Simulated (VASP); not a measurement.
Write the native input for VASP 6.6.1 that does the following.

```
Task                               : single point
Functional                         : PBE0
Potentials or basis                : VASP PAW PBE potentials, release 64 (S, Mg)
Cutoff                             : 520 eV
k mesh                             : 6 × 6 × 6
Occupations                        : gaussian, width 0.05 eV
Spin                               : no spin polarisation
Dipole correction                  : no
Grid for exact exchange (PRECFOCK) : Normal
Further INCAR settings             : ALGO = Normal; EDIFF = 1e-06; NBANDS = 11
Share of exact exchange            : 0.25
```

Crystal: MgS.

```
S Mg
1.0
     0.00000    2.63004    2.63004
     2.63004    0.00000    2.63004
     2.63004    2.63004    0.00000
S Mg
1 1
Direct
  0.25000 0.25000 0.25000
  0.00000 0.00000 0.00000
```

The input as run:

POSCAR

```
MgS
1.0
    0.0000000000      2.6300356747      2.6300356747
    2.6300356747      0.0000000000      2.6300356747
    2.6300356747      2.6300356747      0.0000000000
S Mg
1 1
Direct
    0.2500000000      0.2500000000      0.2500000000
    0.0000000000      0.0000000000      0.0000000000
```

INCAR.step1

```
PREC = Accurate
ENCUT = 520
EDIFF = 1E-5
ISMEAR = 0
SIGMA = 0.05
LREAL = F
LASPH = T
NELM = 60
ALGO = Normal
ISIF = 2
LWAVE = T
LCHARG = F
GGA = PE
NBANDS = 11
```

INCAR.step2

```
PREC = Accurate
ENCUT = 520
EDIFF = 1E-6
ISMEAR = 0
SIGMA = 0.05
LREAL = F
LASPH = T
NELM = 60
ALGO = Normal
ISIF = 2
LWAVE = F
LCHARG = F
GGA = PE
LHFCALC = T
AEXX = 0.25
PRECFOCK = Normal
ISTART = 1
NBANDS = 11
```

KPOINTS

```
Automatic mesh
0
Gamma
  6 6 6
```

Potentials or basis: VASP PAW PBE potentials, release 64 (S, Mg).

Run with:

```sh
$ cat potpaw_PBE.64/S/POTCAR potpaw_PBE.64/Mg/POTCAR > POTCAR
$ cp INCAR.step1 INCAR
$ mpirun -np 1 vasp_std > vasp.out
$ cp INCAR.step2 INCAR
$ mpirun -np 1 vasp_std > vasp.out
```

It gave:

```yaml
Pressure: 20.3 GPa
Band_gap_on_the_k_mesh: 5.33 eV (least direct gap 6.51 eV)
```

Caveat: the cell stands under pressure; the PAW data sets were made with another functional, which shifts forces and pressure a little.

It took 6.7 min on 1 thread of Intel(R) Xeon(R) Platinum 8488C (Sapphire Rapids), with other jobs on the host, peak memory 0.18 GiB.
